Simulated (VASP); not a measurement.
# TlBTe2 (P4/mmm) in VASP: relaxation of cell and atoms with PBE

Aim: the relaxation of cell and atoms of TlBTe2 with PBE.

Program: VASP 6.6.1. These are calculated values, not measurements. Logs are shortened: lines on timing, memory, paths and dates and some standing lists are left out, and cuts for length are marked.

**1. The cell of the first run**

It takes space group P4/mmm (No. 123, tetragonal). The conventional cell has a = 4.819 Å, b = 4.819 Å, c = 4.726 Å, α = 90.00°, β = 90.00°, γ = 90.00°. Within 4.4 Å of Tl (site symmetry 4/mmm) lie 8 Te at 3.37 Å and 4 B at 3.41 Å. Within 4.4 Å of B (site symmetry 4/mmm) lie 8 Te at 3.37 Å and 4 Tl at 3.41 Å. Within 4.4 Å of Te (site symmetry mmm) lie 4 Tl at 3.37 Å and 4 B at 3.37 Å and 4 Te at 3.41 Å.

**2. Relaxation of cell and atoms, PBE**

The input, INCAR:

```
SYSTEM = TlBTe2
  PREC = Accurate
  ENCUT = 600
  EDIFF = 1E-6
  ISMEAR = 0
  SIGMA = 0.1
  LREAL = .False.
  LASPH = .True.
  NELM = 100
  ALGO = Normal
  ISIF = 3
  LWAVE = .False.
  LCHARG = .False.
  GGA = PE
  IBRION = 2
  NSW = 100
  EDIFFG = -0.01
```

The input, KPOINTS:

```
Automatic mesh
0
Gamma
  10 10 10
  0 0 0
```

The input, POSCAR:

```
TlBTe2
1.0
    4.8185523100      0.0000000000      0.0000000000
    0.0000000000      4.8185523100      0.0000000000
    0.0000000000      0.0000000000      4.7264459800
Tl B Te
1 1 2
Direct
    0.0000000000      0.0000000000      0.0000000000
    0.5000000000      0.5000000000      0.0000000000
    0.0000000000      0.5000000000      0.5000000000
    0.5000000000      0.0000000000      0.5000000000
```

Potentials or basis: VASP PAW PBE potentials, release 64 (Tl_d, B, Te).

Started as:

```bash
$ cat potpaw_PBE.64/Tl_d/POTCAR potpaw_PBE.64/B/POTCAR potpaw_PBE.64/Te/POTCAR > POTCAR
$ mpirun -np 1 vasp_std > vasp.out
```

OUTCAR:

```text
SYSTEM = TlBTe2
   PREC = Accurate
   ENCUT = 600
   EDIFF = 1E-6
   ISMEAR = 0
   LREAL = .False.
   LASPH = .True.
   NELM = 100
   ISIF = 3
   GGA = PE
   IBRION = 2
   NSW = 100
   EDIFFG = -0.01

 ion  position               nearest neighbor table
   1  0.000  0.000  0.000-   3 3.37   4 3.37   3 3.37   4 3.37   3 3.37   3 3.37   4 3.37   4 3.37

   2  0.500  0.500  0.000-
   3  0.000  0.500  0.500-   1 3.37   1 3.37   1 3.37   1 3.37   4 3.41   4 3.41   4 3.41   4 3.41

   4  0.500  0.000  0.500-   1 3.37   1 3.37   1 3.37   1 3.37   3 3.41   3 3.41   3 3.41   3 3.41

  LATTYP: Found a simple tetragonal cell.
 ALAT       =     4.8185523100
 C/A-ratio  =     0.9808850617

  Lattice vectors:

 A1 = (   4.8185523100,   0.0000000000,   0.0000000000)
 A2 = (   0.0000000000,   4.8185523100,   0.0000000000)
 A3 = (   0.0000000000,   0.0000000000,   4.7264459800)

Analysis of symmetry for initial positions (statically):
=====================================================================
 Subroutine PRICEL returns:
 Original cell was already a primitive cell.

 Routine SETGRP: Setting up the symmetry group for a
 simple tetragonal supercell.

 Subroutine GETGRP returns: Found 16 space group operations
 (whereof 16 operations were pure point group operations)
 out of a pool of 16 trial point group operations.

The static configuration has the point symmetry D_4h.

Analysis of symmetry for dynamics (positions and initial velocities):
=====================================================================
 Subroutine PRICEL returns:
 Original cell was already a primitive cell.

 Routine SETGRP: Setting up the symmetry group for a
 simple tetragonal supercell.

 Subroutine GETGRP returns: Found 16 space group operations
 (whereof 16 operations were pure point group operations)
 out of a pool of 16 trial point group operations.

The dynamic configuration has the point symmetry D_4h.

 Subroutine INISYM returns: Found 16 space group operations
 (whereof 16 operations are pure point group operations),
 and found     1 'primitive' translations

----------------------------------------------------------------------------------------

[... 116 lines left out ...]
     AMIX_MAG =   1.60;   BMIX_MAG =  1.00
  volume/ion in A,a.u.               =      27.44       185.14
  Fermi-wavevector in a.u.,A,eV,Ry     =   1.038337  1.962172 14.669029  1.078143
  Thomas-Fermi vector in A             =   2.172816
   LORBIT       =      0    0 simple, 1 ext, 2 COOP (PROOUT), +10 PAW based schemes
   GGA     = PE    functional components
   LHFCALC =     F    Hartree Fock is set to
   AEXX    =    0.0000 exact exchange contribution
   IVDW    =     0    specifies the selected vdW correction
   LEPSILON=     F    determine dielectric tensor
   LRPA    =     F    only Hartree local field effects (RPA)
 conjugate gradient relaxation of ions
 non-spin polarized calculation
 Gauss-broadening in eV      SIGMA  =   0.10
  energy-cutoff  :      600.00
  volume of cell :      109.74
 maximum number of plane-waves:      3719
 NGX is ok and might be reduce to    40
   NGX = 19   NGY = 19   NGZ = 19

--------------------------------------- Ionic step        1  -------------------------------------------

 number of electron      28.0000004 magnetization

 Free energy of the ion-electron system (eV)
  ---------------------------------------------------
  ext. energy  EPLUGINS =         0.00000000
  ---------------------------------------------------
  free energy    TOTEN  =       -10.98247536 eV

  energy without entropy =      -10.97225490  energy(sigma->0) =      -10.97736513

------------------------ aborting loop because EDIFF is reached ----------------------------------------

  FORCE on cell =-STRESS in cart. coord.  units (eV):
  Direction    XX          YY          ZZ          XY          YZ          ZX
  --------------------------------------------------------------------------------------
  -------------------------------------------------------------------------------------
  Total       -1.1048592     -1.1048592     -0.0588279      0.0000000      0.0000000      0.0000000
  in kB      -16.1305677    -16.1305677     -0.8588677      0.0000000      0.0000000      0.0000000
  external PRESSURE =     -11.0400011 kB  Pullay stress =       0.0000000 kB
[... 95 lines left out ...]
  FREE ENERGIE OF THE ION-ELECTRON SYSTEM (eV)
  ---------------------------------------------------
  free  energy   TOTEN  =       -11.0066959869 eV

  energy  without entropy=      -10.9974275011  energy(sigma->0) =      -11.00206174

[... ionic steps 4 to 11 ...]

--------------------------------------- Ionic step       12  -------------------------------------------

 number of electron      27.9999996 magnetization

------------------------ aborting loop because EDIFF is reached ----------------------------------------
[... 71 lines left out ...]
--------------------------------------- Ionic step       14  -------------------------------------------

 number of electron      27.9999993 magnetization

 Free energy of the ion-electron system (eV)
  ---------------------------------------------------
  ext. energy  EPLUGINS =         0.00000000
  ---------------------------------------------------
  free energy    TOTEN  =       -11.10464633 eV

  energy without entropy =      -11.09389594  energy(sigma->0) =      -11.09927113

 E-fermi :   5.9264     XC(G=0):  -9.6371

 val. band max:        5.9146847414   @ k =   0.5000   0.4000   0.0000
 cond. band min:       5.9286387107   @ k =   0.3000   0.0000   0.1000
 fundamental gap:      0.0139539693
 Fermi energy:         5.9264345406

 k-point     1 :       0.0000    0.0000    0.0000
  band No.  band energies     occupation
      1      -7.3660      2.00000
      2      -5.2350      2.00000
      3      -5.2341      2.00000
      4      -5.1893      2.00000
      5      -5.1893      2.00000
      6      -5.1426      2.00000
[... 481 lines left out ...]
      5      -5.1897      2.00000
      6      -5.1565      2.00000
[... 10 lines left out ...]
     17       6.9198      0.00000
     18       7.5102      0.00000

 [... further k-points ...]

------------------------ aborting loop because EDIFF is reached ----------------------------------------

  FORCE on cell =-STRESS in cart. coord.  units (eV):
  Direction    XX          YY          ZZ          XY          YZ          ZX
  --------------------------------------------------------------------------------------
  -------------------------------------------------------------------------------------
  Total        0.0170636      0.0170636      0.0026967      0.0000000     -0.0000000      0.0000000
  in kB        0.2534835      0.2534835      0.0400603      0.0000000     -0.0000000      0.0000000
  external PRESSURE =       0.1823425 kB  Pullay stress =       0.0000000 kB
[... 19 lines left out ...]
  FREE ENERGIE OF THE ION-ELECTRON SYSTEM (eV)
  ---------------------------------------------------
  free  energy   TOTEN  =       -11.1046463268 eV

  energy  without entropy=      -11.0938959368  energy(sigma->0) =      -11.09927113

 reached required accuracy - stopping structural energy minimisation
```

Run time: 17 min. Hardware: 1 thread of Intel Xeon 6975P-C (Granite Rapids), shared host; peak memory 0.55 GiB.

Results:

```
Free energy                            : -11.1046 eV
Relaxed volume                         : 26.96 Å³/atom
Relaxed cell                           : a = 4.423 Å, b = 4.423 Å, c = 5.513 Å, α = 90.00°, β = 90.00°, γ = 90.00°
Space group after relaxing (to 0.05 Å) : P4/mmm (No. 123)
Energy gained by relaxing              : 30.5 meV/atom
Ionic steps                            : 14
Pressure after relaxing                : 0.0 GPa
Band gap on the k mesh                 : zero (band 14 reaches 7.24 eV, above the bottom of band 15 at 4.42 eV)
```

The path:
| step | energy change (eV) | largest force (eV/Å) | pressure (GPa) | volume (Å³) |
| --- | --- | --- | --- | --- |
| 1 | 0.0000 | 0.0000 | -1.10 | 109.74 |
| 2 | -0.0208 | 0.0000 | -0.18 | 106.76 |
| 3 | -0.0242 | 0.0000 | 0.42 | 105.07 |
| 4 | -0.0346 | 0.0000 | 0.41 | 105.21 |
| 5 | -0.0625 | 0.0000 | 0.45 | 105.51 |
| 6 | -0.1076 | 0.0000 | 0.69 | 105.60 |
| 7 | 0.0615 | 0.0000 | 3.38 | 103.91 |
| 8 | -0.1144 | 0.0000 | 0.80 | 105.51 |
| 9 | -0.1150 | 0.0000 | 0.95 | 105.37 |
| 10 | -0.1138 | 0.0000 | -0.75 | 110.51 |
| 11 | -0.1215 | 0.0000 | 0.08 | 107.79 |
| 12 | -0.1215 | 0.0000 | 0.09 | 107.74 |
| 13 | -0.1220 | 0.0000 | 0.06 | 107.80 |
| 14 | -0.1222 | 0.0000 | 0.02 | 107.85 |

Final structure:
```cif
data_structure
_symmetry_space_group_name_H-M 'P 1'
_symmetry_Int_Tables_number 1
_cell_length_a 4.4231
_cell_length_b 4.4231
_cell_length_c 5.5129
_cell_angle_alpha 90.000
_cell_angle_beta 90.000
_cell_angle_gamma 90.000
_cell_volume 107.85
loop_
_atom_site_label
_atom_site_type_symbol
_atom_site_fract_x
_atom_site_fract_y
_atom_site_fract_z
_atom_site_occupancy
Tl1 Tl 0.00000 0.00000 0.00000 1
B1 B 0.50000 0.50000 0.00000 1
Te1 Te 0.00000 0.50000 0.50000 1
Te2 Te 0.50000 0.00000 0.50000 1
```

Caveat: spin-orbit coupling is left out, which moves the levels of the heavy elements.
